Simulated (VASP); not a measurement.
# Mn2B2S (P-3m1) in VASP: notebook, part 2 of 2

VASP 6.6.1.

### Step 4. Single point, PBE, collinear spin, ferromagnetic start

This run uses another cell than the first one, of 12.19 Å³/atom.

Contents of INCAR:

```
PREC = Accurate
ENCUT = 520
EDIFF = 1E-6
ISMEAR = 0
SIGMA = 0.1
LREAL = False
LASPH = True
NELM = 150
ALGO = Normal
ISIF = 2
LWAVE = False
LCHARG = False
ISPIN = 2
MAGMOM = 4 4 0 0 0
LORBIT = 11
LMAXMIX = 4
GGA = PE
NBANDS = 31
```

Contents of KPOINTS:

```
Automatic mesh
0
Gamma
  6 6 4
```

Contents of POSCAR:

```
Mn2B2S
1.0
    3.4025775400      0.0000000000      0.0000000000
   -1.7012887700      2.9467185900      0.0000000000
    0.0000000000      0.0000000000      6.0811904700
Mn B S
2 2 1
Direct
    0.3333333300      0.6666666700      0.6166499900
    0.6666666700      0.3333333300      0.3833500100
    0.6666666700      0.3333333300      0.7180050000
    0.3333333300      0.6666666700      0.2819950000
    0.0000000000      0.0000000000      0.0000000000
```

Started as:

```console
$ cat potpaw_PBE.64/Mn_pv/POTCAR potpaw_PBE.64/B/POTCAR potpaw_PBE.64/S/POTCAR > POTCAR
$ mpirun -np 1 vasp_std > vasp.out
```

Run time: 3.7 min. Hardware: 1 thread of Oxide Virtual Turin-like, shared host; peak memory 0.21 GiB.

It converged, with:

- Free energy: -32.0353 eV
- Pressure: -8.8 GPa
- Largest force: 2.019 eV/Å
- Net moment: 1.57 μB per cell
- Site moments: Mn +0.87; B -0.08; S +0.00 μB
- Valence electrons inside the program's atomic spheres: Mn 11.98; B 1.76; S 3.48

Forces in eV/Å, atoms in the order of the input:
```
Mn   0.000  0.000  2.019
Mn   0.000  0.000 -2.019
B    0.000  0.000  0.128
B    0.000  0.000 -0.128
S    0.000  0.000  0.000
```

Stress tensor (GPa, compression positive):
```
 -5.14   0.00   0.00
  0.00  -5.14   0.00
  0.00   0.00 -16.25
```

Levels at points of the mesh, in eV from the Fermi level:
Spin up:
```csv
k point,band 16,band 17,band 18,band 19,band 20,band 21,band 22,band 23,band 24,band 25
"(0.00, 0.00, 0.00)",-0.95,-0.85,-0.85,-0.52,0.76,0.76,0.86,2.52,4.67,4.67
"(0.50, 0.00, 0.00)",-1.89,-1.09,-1.02,-0.67,-0.24,-0.19,0.31,1.01,2.63,2.70
"(0.00, 0.00, 0.50)",-0.89,-0.89,-0.46,-0.46,-0.27,0.43,0.43,3.75,5.18,5.21
"(0.50, 0.00, 0.50)",-1.35,-1.13,-0.92,-0.81,0.07,0.74,0.74,1.04,1.16,2.27
```
Spin down:
```tsv
k point	band 15	band 16	band 17	band 18	band 19	band 20	band 21	band 22
(0.00, 0.00, 0.00)	-0.75	-0.75	-0.45	-0.45	0.31	1.36	1.36	1.36
(0.50, 0.00, 0.00)	-1.84	-1.38	-0.31	-0.08	-0.08	0.15	0.59	1.06
(0.00, 0.00, 0.50)	-0.80	-0.44	-0.44	-0.30	-0.30	1.06	1.06	1.09
(0.50, 0.00, 0.50)	-1.39	-0.88	-0.59	-0.38	-0.01	0.85	1.15	1.37
```

Caveat: the stress differs along the axes, from -16 to -5 GPa; the run started ferromagnetic, and an antiferromagnetic order may lie lower in energy; forces of over 1 eV/Å act on the atoms, so gaps and moduli don't describe the material at rest.

### Step 5. Relaxation of cell and atoms, PBE

Contents of INCAR:

```
SYSTEM = Mn2B2S
ALGO     = Fast           ! electronic algorithm
EDIFF    = 1E-6           ! SCF threshold, eV
EDIFFG   = -0.01          ! ionic threshold
ENCUT    = 600            ! plane-wave cutoff, eV
GGA      = PE             ! functional
IBRION   = 2              ! ionic algorithm
ISIF     = 3              ! what is computed and relaxed
ISMEAR   = 0              ! smearing method
LASPH    = .TRUE.         ! aspherical terms in the spheres
LCHARG   = .FALSE.        ! write CHGCAR
LREAL    = .FALSE.        ! projectors in reciprocal space
LWAVE    = .FALSE.        ! write WAVECAR
NELM     = 60             ! most SCF steps
NSW      = 100            ! ionic steps
PREC     = Accurate       ! precision mode
SIGMA    = 0.1            ! smearing width, eV
```

Contents of KPOINTS:

```
k-points
0
G
  12 12 8
  0 0 0
```

Contents of POSCAR:

```
Mn2B2S
1.0
    3.4145954726      0.0000000000      0.0000000000
   -1.7072977363      2.9571264229      0.0000000000
    0.0000000000      0.0000000000      5.3920691219
Mn B S
2 2 1
Direct
    0.3333333333      0.6666666667      0.6774167281
    0.6666666667      0.3333333333      0.3225832719
    0.6666666667      0.3333333333      0.6795754538
    0.3333333333      0.6666666667      0.3204245462
    0.0000000000      0.0000000000      0.0000000000
```

Started as:

```console
$ cat potpaw_PBE.64/Mn_pv/POTCAR potpaw_PBE.64/B/POTCAR potpaw_PBE.64/S/POTCAR > POTCAR
$ mpirun -np 1 vasp_std > vasp.out
```

Wall time 17 min (1 thread of Oxide Virtual Turin-like, shared host); peak memory 0.31 GiB.

The run converged. Its results:

```yaml
Free_energy: -33.4593 eV
Relaxed_volume: 10.89 Å³/atom
Relaxed_cell: a = 3.414 Å, b = 3.414 Å, c = 5.392 Å, α = 90.00°, β = 90.00°, γ = 120.00°
Space_group_after_relaxing_to_0.1_Å: P-3m1 (No. 164)
Energy_gained_by_relaxing: 0.0 meV/atom
Ionic_steps: 4
Pressure_after_relaxing: 0.0 GPa
Largest_force_after_relaxing: 0.007 eV/Å
Band_gap_on_the_k_mesh: zero (bands 19 and 20 overlap by 0.34 eV)
```

Forces on the atoms (eV/Å):
```
Mn   0.000  0.000 -0.007
Mn   0.000  0.000  0.007
B    0.000  0.000  0.004
B    0.000  0.000 -0.004
S    0.000  0.000  0.000
```

Stress tensor (GPa, compression positive):
```
 0.05  0.00  0.00
 0.00  0.05  0.00
 0.00  0.00 -0.07
```

Step by step:
```csv
step,energy change (eV),largest force (eV/Å),pressure (GPa),volume (Å³)
1,0.0000,0.0475,0.12,54.45
2,-0.0001,0.0285,-0.20,54.51
3,-0.0001,0.0091,-0.12,54.49
4,-0.0002,0.0073,0.01,54.44
```

Final structure:
```
Mn B S
1.0
     3.41443    0.00000    0.00000
    -1.70721    2.95698    0.00000
     0.00000    0.00000    5.39177
Mn B S
2 2 1
Direct
  0.33333 0.66667 0.67777
  0.66667 0.33333 0.32223
  0.66667 0.33333 0.67993
  0.33333 0.66667 0.32007
  0.00000 0.00000 0.00000
```

Levels at points of the mesh, in eV from the Fermi level:
| k point | band 16 | band 17 | band 18 | band 19 | band 20 | band 21 | band 22 | band 23 |
| --- | --- | --- | --- | --- | --- | --- | --- | --- |
| (0.00, 0.00, 0.00) | -1.52 | -1.43 | -0.77 | -0.77 | 1.29 | 1.32 | 1.32 | 3.34 |
| (0.50, 0.00, 0.00) | -1.35 | -1.34 | -0.53 | -0.29 | -0.25 | 0.11 | 1.27 | 2.01 |
| (0.00, 0.00, 0.50) | -0.81 | -0.53 | -0.23 | -0.23 | 0.04 | 0.04 | 0.10 | 3.96 |
| (0.50, 0.00, 0.50) | -1.66 | -0.79 | -0.68 | -0.66 | 0.43 | 1.22 | 1.44 | 1.61 |

Caveat: the run has no spin polarisation, though such a crystal can be magnetic. With open d or f shells a metallic result of PBE can be an artefact of self-interaction; +U or a hybrid may open a gap.

### Step 6. The runs side by side

```csv
task,spin,cell,k mesh,cutoff (eV),gap on the mesh (eV),pressure (GPa),largest force (eV/Å)
single point,off,"a = 3.414, b = 3.414, c = 5.394 Å, angles 90.0, 90.0, 120.0°, 5 atoms, atomic positions A",12 × 12 × 8,520,none,0.1,0.04
single point,"collinear, ferromagnetic start","a = 3.403, b = 3.403, c = 6.081 Å, angles 90.0, 90.0, 120.0°, 5 atoms, atomic positions B",6 × 6 × 4,520,none,-8.8,2.02
relaxation of cell and atoms,off,"relaxed from a = 3.415, b = 3.415, c = 5.392 Å, angles 90.0, 90.0, 120.0°, 5 atoms, atomic positions C",12 × 12 × 8,600,none,0.0,0.01
```

Alike in all rows: level PBE; potentials or basis VASP PAW PBE potentials, release 64 (Mn_pv, B, S); smearing gaussian 0.1 eV.

Caveats: the stress differs along the axes, from -16 to -5 GPa (at least some runs); the run started ferromagnetic, and an antiferromagnetic order may lie lower in energy (at least some runs); forces of over 1 eV/Å act on the atoms, so gaps and moduli don't describe the material at rest (at least some runs).

Absolute energies hang on the potentials; compare differences alone.
